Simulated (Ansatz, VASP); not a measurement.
Two plane-wave programs on CaZr3N2

```
Ca Zr N
1.0
     5.65158    0.00000    0.00000
    -2.82579    4.89441    0.00000
     0.00000    0.00000    3.23757
Ca Zr N
1 3 2
Direct
  0.00000 0.00000 0.00000
  0.50000 0.00000 0.50000
  0.50000 0.50000 0.50000
  0.00000 0.50000 0.50000
  0.33333 0.66667 0.00000
  0.66667 0.33333 0.00000
```

Change from the starting cell: species swapped into the LaB2Rh3 type (P6/mmm, No. 191).

Alike in both runs: task single point; functional PBE; k mesh 6 × 6 × 6; occupations gaussian, width 0.1 eV; no spin polarisation.

|  | VASP | Ansatz |
| --- | --- | --- |
| version | VASP 6.6.1 | Ansatz 0.2.0 |
| potentials or method | VASP PAW PBE potentials, release 64 (Ca_sv, Zr_sv, N), cutoff 520 eV | scalar-relativistic, plane waves, PAW |
| valence electrons in the cell | 56 | 56 |

```csv
,VASP,Ansatz,Ansatz less VASP
gap on the k mesh at the Fermi level (eV),none,none,-
pressure (GPa),19.8,19.6,-0.23
"traceless stress, the component that is largest in VASP (GPa)",-12.16,-12.19,-0.030
```

A gap of «none» marks a metal or a gap that the smearing closes.
